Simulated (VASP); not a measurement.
# W (P6_3/mmc) in VASP: notebook

Runs on W. Level: LDA. Tasks: single point, relaxation of cell and atoms.

Program: VASP 6.6.1. These are calculated values, not measurements. Logs are shortened: lines on timing, memory, paths and dates and some standing lists are left out, and cuts for length are marked.

**1. The cell of the first run**

Symmetry: P6_3/mmc, No. 194, hexagonal system. The conventional cell has a = 2.736 Å, b = 2.736 Å, c = 4.853 Å, α = 90.00°, β = 90.00°, γ = 120.00°. W (site symmetry -6m2) has 12 W at 2.74 to 2.90 Å within 3.6 Å.

**2. Single point, LDA**

File INCAR:

```
SYSTEM = W
PREC = Accurate
ENCUT = 520
EDIFF = 1E-6
ISMEAR = -1
SIGMA = 0.05
LREAL = .FALSE.
LASPH = .TRUE.
NELM = 60
ALGO = Normal
ISIF = 2
LWAVE = .FALSE.
LCHARG = .FALSE.
NBANDS = 21
```

File KPOINTS:

```
regular mesh
0
G
  17 17 9
  0 0 0
```

File POSCAR:

```
W
1.0
    2.7358079172      0.0000000000      0.0000000000
   -1.3679039586      2.3692791561      0.0000000000
    0.0000000000      0.0000000000      4.8533940508
W
2
Direct
    0.3333333333      0.6666666667      0.2500000000
    0.6666666667      0.3333333333      0.7500000000
```

Potentials or basis: VASP PAW LDA potentials, release 64 (W_sv).

On the command line:

```bash
$ cat potpaw_LDA.64/W_sv/POTCAR > POTCAR
$ mpirun -np 1 vasp_std > vasp.out
```

OUTCAR:

```text
SYSTEM = W
   PREC = Accurate
   ENCUT = 520
   EDIFF = 1E-6
   ISMEAR = -1
   LREAL = .FALSE.
   LASPH = .TRUE.
   NELM = 60
   ISIF = 2

 ion  position               nearest neighbor table
   1  0.333  0.667  0.250-   2 2.90   2 2.90   2 2.90   2 2.90   2 2.90   2 2.90
   2  0.667  0.333  0.750-   1 2.90   1 2.90   1 2.90   1 2.90   1 2.90   1 2.90

  LATTYP: Found a hexagonal cell.
 ALAT       =     2.7358079172
 C/A-ratio  =     1.7740258811

  Lattice vectors:

 A1 = (   2.7358079172,   0.0000000000,   0.0000000000)
 A2 = (  -1.3679039586,   2.3692791561,   0.0000000000)
 A3 = (   0.0000000000,   0.0000000000,   4.8533940508)

Analysis of symmetry for initial positions (statically):
=====================================================================
 Subroutine PRICEL returns:
 Original cell was already a primitive cell.

 Routine SETGRP: Setting up the symmetry group for a
 hexagonal supercell.

 Subroutine GETGRP returns: Found 24 space group operations
 (whereof 12 operations were pure point group operations)
 out of a pool of 24 trial point group operations.

The static configuration has the point symmetry D_3d.
 The point group associated with its full space group is D_6h.

Analysis of symmetry for dynamics (positions and initial velocities):
=====================================================================
 Subroutine PRICEL returns:
 Original cell was already a primitive cell.

 Routine SETGRP: Setting up the symmetry group for a
 hexagonal supercell.

 Subroutine GETGRP returns: Found 24 space group operations
 (whereof 12 operations were pure point group operations)
 out of a pool of 24 trial point group operations.

The dynamic configuration has the point symmetry D_3d.
 The point group associated with its full space group is D_6h.

 Subroutine INISYM returns: Found 24 space group operations
 (whereof 12 operations are pure point group operations),
 and found     1 'primitive' translations

----------------------------------------------------------------------------------------

                                     Primitive cell

  volume of cell :      31.4592

  direct lattice vectors                    reciprocal lattice vectors
     2.735807917  0.000000000  0.000000000     0.365522738  0.211034651  0.000000000
    -1.367903959  2.369279156  0.000000000     0.000000000  0.422069302  0.000000000
     0.000000000  0.000000000  4.853394051     0.000000000  0.000000000  0.206041378

  length of vectors
     2.735807917  2.735807917  4.853394051     0.422069302  0.422069302  0.206041378

  position of ions in fractional coordinates (direct lattice)
     0.333333333  0.666666667  0.250000000
     0.666666667  0.333333333  0.750000000

  ion indices of the primitive-cell ions
   primitive index   ion index
                 1           1
                 2           2

----------------------------------------------------------------------------------------

 KPOINTS: regular mesh

Automatic generation of k-mesh.
 Grid dimensions read from file:
 generate k-points for:   17   17    9

 Generating k-lattice:

  Cartesian coordinates                     Fractional coordinates (reciprocal lattice)
     0.021501338  0.012413803  0.000000000     0.058823529 -0.000000000  0.000000000
     0.000000000  0.024827606  0.000000000     0.000000000  0.058823529  0.000000000
     0.000000000  0.000000000  0.022893486     0.000000000  0.000000000  0.111111111

  Length of vectors
     0.024827606  0.024827606  0.022893486

  Shift w.r.t. Gamma in fractional coordinates (k-lattice)
     0.000000000  0.000000000  0.000000000

 Subroutine IBZKPT returns following result:
 ===========================================

 Found    165 irreducible k-points:

 Following reciprocal coordinates:
            Coordinates               Weight
  0.000000  0.000000  0.000000      1.000000
  0.058824  0.000000  0.000000      6.000000
  0.117647  0.000000  0.000000      6.000000
  0.176471  0.000000  0.000000      6.000000
  0.235294  0.000000  0.000000      6.000000
  0.294118  0.000000  0.000000      6.000000
[... 16 lines left out ...]
  0.411765  0.117647  0.000000     12.000000
  0.176471  0.176471  0.000000      6.000000
 [... further k-points ...]
   k-points           NKPTS =    165   k-points in BZ     NKDIM =    165   number of bands    NBANDS=     21
   number of dos      NEDOS =    301   number of ions     NIONS =      2
   total plane-waves  NPLWV =  14400
   dimension x,y,z NGX =    20 NGY =   20 NGZ =   36
   dimension x,y,z NGXF=    40 NGYF=   40 NGZF=   72
   ions per type =               2
   NGX,Y,Z   is equivalent  to a cutoff of  12.15, 12.15, 12.33 a.u.
   NGXF,Y,Z  is equivalent  to a cutoff of  24.31, 24.31, 24.66 a.u.
 SYSTEM =  W
   PREC   = accura    normal or accurate (medium, high low for compatibility)
   ISTART =      0    job   : 0-new  1-cont  2-samecut
   ICHARG =      2    charge: 1-file 2-atom 10-const
   ISPIN  =      1    spin polarized calculation?
   LNONCOLLINEAR =      F non collinear calculations
   LSORBIT =      F    spin-orbit coupling
   LASPH  =      T    aspherical Exc in radial PAW
   ENCUT  =  520.0 eV  38.22 Ry    6.18 a.u.   5.09  5.09  9.02*2*pi/ulx,y,z
   NELM   =     60;   NELMIN=  2; NELMDL= -5     # of ELM steps
   EDIFF  = 0.1E-05   stopping-criterion for ELM
   LREAL  =      F    real-space projection
   EDIFFG = 0.1E-04   stopping-criterion for IOM
   NSW    =      0    number of steps for IOM
   IBRION =     -1    ionic relax: 0-MD 1-quasi-New 2-CG
   NFREE  =      0    steps in history (QN), initial steepest desc. (CG)
   ISIF   =      2    stress and relaxation
   ISYM   =      2    0-nonsym 1-usesym 2-fastsym
   POTIM  = 0.5000    time-step for ionic-motion
   TEBEG  =    0.0;   TEEND  =   0.0 temperature during run
   PSTRESS=    0.0 pullay stress
   NELECT =      28.0000    total number of electrons
   NUPDOWN=      -1.0000    fix difference up-down
   EMIN   =  10.00;   EMAX   =-10.00  energy-range for DOS
   EFERMI =   0.00;   METHOD = LEGACY
   ISMEAR =    -1;   SIGMA  =   0.05  broadening in eV -4-tet -1-fermi 0-gaus
   EFERMI_NEDOS =   21; number of points for ismear=-14 and -15
   IALGO  =     38    algorithm
   IMIX   =      4    mixing-type and parameters
     AMIX     =   0.40;   BMIX     =  1.00
     AMIX_MAG =   1.60;   BMIX_MAG =  1.00
  volume/ion in A,a.u.               =      15.73       106.15
  Fermi-wavevector in a.u.,A,eV,Ry     =   1.574750  2.975847 33.740253  2.479839
  Thomas-Fermi vector in A             =   2.675838
   LORBIT       =      0    0 simple, 1 ext, 2 COOP (PROOUT), +10 PAW based schemes
   GGA     = CA    functional components
   LHFCALC =     F    Hartree Fock is set to
   AEXX    =    0.0000 exact exchange contribution
   IVDW    =     0    specifies the selected vdW correction
   LEPSILON=     F    determine dielectric tensor
   LRPA    =     F    only Hartree local field effects (RPA)
 non-spin polarized calculation
  energy-cutoff  :      520.00
  volume of cell :       31.46
 maximum number of plane-waves:       860
   NGX = 11   NGY = 11   NGZ = 19

 number of electron      28.0000000 magnetization

 Free energy of the ion-electron system (eV)
  ---------------------------------------------------
  ext. energy  EPLUGINS =         0.00000000
  ---------------------------------------------------
  free energy    TOTEN  =       -27.19879065 eV

  energy without entropy =      -27.18177163  energy(sigma->0) =      -27.19028114

 E-fermi :  11.0634     XC(G=0): -13.8537

 val. band max:       11.0538115356   @ k =   0.1765   0.0588   0.0000
 cond. band min:      11.0674249549   @ k =   0.1176   0.0000   0.1111
 fundamental gap:      0.0136134193
 Fermi energy:        11.0634143829

 k-point     1 :       0.0000    0.0000    0.0000
  band No.  band energies     occupation
      1     -62.1987      2.00000
      2     -62.1069      2.00000
      3     -27.2906      2.00000
      4     -26.1962      2.00000
      5     -26.0165      2.00000
      6     -26.0165      2.00000
[... 13 lines left out ...]
     20      15.5240      0.00000
     21      20.4621      0.00000

 k-point     2 :       0.0588    0.0000    0.0000
  band No.  band energies     occupation
      1     -62.1938      2.00000
      2     -62.1034      2.00000
      3     -27.2760      2.00000
      4     -26.1980      2.00000
      5     -26.0638      2.00000
      6     -26.0295      2.00000
[... 13 lines left out ...]
     20      15.9566      0.00000
     21      20.4452      0.00000

 k-point     3 :       0.1176    0.0000    0.0000
  band No.  band energies     occupation
      1     -62.1798      2.00000
      2     -62.0935      2.00000
      3     -27.2335      2.00000
      4     -26.2040      2.00000
      5     -26.1986      2.00000
      6     -26.0892      2.00000
[... 13 lines left out ...]
     20      16.9293      0.00000
     21      20.3557      0.00000

 k-point     4 :       0.1765    0.0000    0.0000
  band No.  band energies     occupation
      1     -62.1583      2.00000
      2     -62.0786      2.00000
      3     -27.1663      2.00000
      4     -26.4005      2.00000
      5     -26.2900      2.00000
      6     -26.2154      2.00000
[... 13 lines left out ...]
     20      18.0913      0.00000
     21      20.1430      0.00000

 k-point     5 :       0.2353    0.0000    0.0000
  band No.  band energies     occupation
      1     -62.1319      2.00000
      2     -62.0610      2.00000
      3     -27.0799      2.00000
      4     -26.6399      2.00000
      5     -26.5235      2.00000
      6     -26.2341      2.00000
[... 13 lines left out ...]
     20      19.2780      0.00000
     21      19.8272      0.00000

 k-point     6 :       0.2941    0.0000    0.0000
  band No.  band energies     occupation
      1     -62.1038      2.00000
      2     -62.0434      2.00000
      3     -26.9817      2.00000
      4     -26.8830      2.00000
      5     -26.7567      2.00000
      6     -26.2619      2.00000
[... 13 lines left out ...]
     20      19.5219      0.00000
     21      20.3826      0.00000

 k-point     7 :       0.3529    0.0000    0.0000
  band No.  band energies     occupation
      1     -62.0776      2.00000
      2     -62.0285      2.00000
      3     -27.0971      2.00000
      4     -26.9599      2.00000
      5     -26.8811      2.00000
      6     -26.3039      2.00000
[... 13 lines left out ...]
     20      19.4276      0.00000
     21      21.3101      0.00000
[... 291 lines left out ...]
      1     -62.0950      2.00000
      2     -62.0382      2.00000
      3     -26.9497      2.00000
      4     -26.8813      2.00000
      5     -26.7991      2.00000
      6     -26.3064      2.00000
[... 13 lines left out ...]
     20      19.6532      0.00000
     21      21.1405      0.00000

 k-point    21 :       0.2941    0.1176    0.0000
  band No.  band energies     occupation
      1     -62.0702      2.00000
      2     -62.0246      2.00000
      3     -27.0716      2.00000
      4     -26.9581      2.00000
      5     -26.8519      2.00000
      6     -26.3857      2.00000
[... 13 lines left out ...]
     20      19.9365      0.00000
     21      22.1611      0.00000

 k-point    22 :       0.3529    0.1176    0.0000
  band No.  band energies     occupation
      1     -62.0502      2.00000
      2     -62.0156      2.00000
      3     -27.2123      2.00000
      4     -27.0759      2.00000
      5     -26.7634      2.00000
      6     -26.4449      2.00000
[... 13 lines left out ...]
     20      20.7492      0.00000
     21      21.7405      0.00000

 k-point    23 :       0.4118    0.1176    0.0000
  band No.  band energies     occupation
      1     -62.0387      2.00000
      2     -62.0116      2.00000
      3     -27.2869      2.00000
      4     -27.1386      2.00000
      5     -26.7048      2.00000
      6     -26.4763      2.00000
[... 13 lines left out ...]
     20      20.2920      0.00000
     21      21.8878      0.00000

 k-point    24 :       0.1765    0.1765    0.0000
  band No.  band energies     occupation
      1     -62.0974      2.00000
      2     -62.0396      2.00000
      3     -26.9588      2.00000
      4     -26.8038      2.00000
      5     -26.8028      2.00000
      6     -26.3073      2.00000
[... 13 lines left out ...]
     20      19.7172      0.00000
     21      21.1838      0.00000

 [... further k-points ...]
[... 5 lines left out ...]
  --------------------------------------------------------------------------------------
  -------------------------------------------------------------------------------------
  Total        0.3802941      0.3802941      0.2854799      0.0000000     -0.0000000      0.0000000
  in kB       19.3679114     19.3679114     14.5391385      0.0000000     -0.0000000      0.0000000
  external PRESSURE =      17.7583204 kB  Pullay stress =       0.0000000 kB

 VOLUME and BASIS-vectors are now :
 -----------------------------------------------------------------------------
  energy-cutoff  :      520.00
  volume of cell :       31.46
      direct lattice vectors                 reciprocal lattice vectors
     2.735807917  0.000000000  0.000000000     0.365522738  0.211034651  0.000000000
    -1.367903959  2.369279156  0.000000000     0.000000000  0.422069302  0.000000000
     0.000000000  0.000000000  4.853394051     0.000000000  0.000000000  0.206041378

 POSITION                                       TOTAL-FORCE (eV/Angst)
 -----------------------------------------------------------------------------------
     -0.00000      1.57952      1.21335         0.000000      0.000000      0.000000
      1.36790      0.78976      3.64005        -0.000000     -0.000000      0.000000
 -----------------------------------------------------------------------------------
    total drift:                               -0.000000      0.000000     -0.000000

  FREE ENERGIE OF THE ION-ELECTRON SYSTEM (eV)
  ---------------------------------------------------
  free  energy   TOTEN  =       -27.1987906470 eV

  energy  without entropy=      -27.1817716293  energy(sigma->0) =      -27.19028114
```

It took 25 s on 1 thread of Intel Xeon 6975P-C (Granite Rapids), shared host; peak memory 0.19 GiB.

Results:

```yaml
Free_energy: -27.1988 eV
Pressure: 1.8 GPa
Band_gap_on_the_k_mesh: zero (band 14 reaches 12.36 eV, above the bottom of band 15 at 10.57 eV)
```

Stress tensor (GPa, compression positive):
```
1.94 0.00 0.00
0.00 1.94 0.00
0.00 0.00 1.45
```

Levels at points of the mesh, in eV from the Fermi level:
| k point | band 10 | band 11 | band 12 | band 13 | band 14 | band 15 | band 16 | band 17 | band 18 | band 19 |
| --- | --- | --- | --- | --- | --- | --- | --- | --- | --- | --- |
| (0.00, 0.00, 0.00) | -6.08 | -1.79 | -0.53 | -0.53 | -0.01 | 0.09 | 0.09 | 2.00 | 2.00 | 4.46 |

Caveat: spin-orbit coupling is left out, which moves the levels of the heavy elements.

**3. Single point, LDA**

File INCAR:

```
PREC     = Accurate       # precision mode
ENCUT    = 520            # plane-wave cutoff, eV
EDIFF    = 1E-6           # SCF threshold, eV
ISMEAR   = -1             # smearing method
SIGMA    = 0.05           # smearing width, eV
LREAL    = False          # projectors in reciprocal space
LASPH    = True           # aspherical terms in the spheres
NELM     = 80             # most SCF steps
ALGO     = Normal         # electronic algorithm
ISIF     = 2              # what is computed and relaxed
LWAVE    = False          # write WAVECAR
LCHARG   = False          # write CHGCAR
GGA      = CA             # functional
NBANDS   = 21             # bands
```

File KPOINTS:

```
regular mesh
0
Gamma
  17 17 9
```

POSCAR is that of step 2.

Potentials or basis: VASP PAW LDA potentials, release 64 (W_sv).

On the command line:

```bash
$ cat potpaw_LDA.64/W_sv/POTCAR > POTCAR
$ mpirun -np 1 vasp_std > vasp.out
```

Wall time 26 s (1 thread of Intel Xeon 6975P-C (Granite Rapids), shared host); peak memory 0.19 GiB.

The run converged. Its results:

| Quantity | Value |
| --- | --- |
| Free energy | -27.1988 eV |
| Pressure | 1.8 GPa |
| Band gap on the k mesh | zero (band 14 reaches 12.36 eV, above the bottom of band 15 at 10.57 eV) |

Stress tensor (GPa, compression positive):
```
1.94 0.00 0.00
0.00 1.94 0.00
0.00 0.00 1.45
```

Levels at points of the mesh, in eV from the Fermi level:
```
           k point  band 10  band 11  band 12  band 13  band 14  band 15  band 16  band 17  band 18  band 19
(0.00, 0.00, 0.00)    -6.08    -1.79    -0.53    -0.53    -0.01     0.09     0.09     2.00     2.00     4.46
```

Caveat: spin-orbit coupling is left out, which moves the levels of the heavy elements.

[end of part 1 of 2]
